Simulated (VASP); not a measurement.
Wanted: the native input for a VASP 6.6.1 run.

```yaml
Task: single point
Functional: LDA
Potentials_or_basis: VASP PAW LDA potentials, release 64 (Co)
Cutoff: 520 eV
k_mesh: 5 × 5 × 2
Occupations: fermi-dirac, width 0.1 eV
Spin: collinear spin, ferromagnetic start
Starting_moments: "[3.2, 3.2, 3.2, 3.2] μB"
Dipole_correction: no
Further_INCAR_settings: ALGO = Normal; EDIFF = 1e-06; NBANDS = 30
```

The structure of Co lies in POSCAR:

```
Co
1.0
    2.4705620000      0.0000000000      0.0000000000
   -1.2352810000      2.1395690000      0.0000000000
    0.0000000000      0.0000000000      8.0882340000
Co
4
Direct
    0.0000000000      0.0000000000      0.0000000000
    0.3333333333      0.6666666667      0.2500000000
    0.0000000000      0.0000000000      0.5000000000
    0.6666666667      0.3333333333      0.7500000000
```

These files were run (other wordings do the same):

INCAR

```
SYSTEM = Co
PREC = Accurate
ENCUT = 520
EDIFF = 1E-6
ISMEAR = -1
SIGMA = 0.1
LREAL = .FALSE.
LASPH = .TRUE.
NELM = 150
ALGO = Normal
ISIF = 2
LWAVE = .FALSE.
LCHARG = .FALSE.
ISPIN = 2
MAGMOM = 3.2 3.2 3.2 3.2
LORBIT = 11
LMAXMIX = 4
GGA = CA
NBANDS = 30
```

KPOINTS

```
regular mesh
0
G
  5 5 2
  0 0 0
```

Potentials or basis: VASP PAW LDA potentials, release 64 (Co).

The run is started by

```sh
$ cat potpaw_LDA.64/Co/POTCAR > POTCAR
$ mpirun -np 1 vasp_std > vasp.out
```

It gave:

| Item | Value |
| --- | --- |
| Pressure | -14.2 GPa |
| Net moment | 6.41 μB per cell |
| Site moments | Co +1.60 μB |
| Valence electrons inside the program's atomic spheres | Co 8.31 |

Caveat: the k points lie up to 0.59 Å⁻¹ apart.

Wall time 22 s on 1 thread of Intel(R) Xeon(R) Platinum 8488C (Sapphire Rapids), on a shared host, peak memory 0.15 GiB.
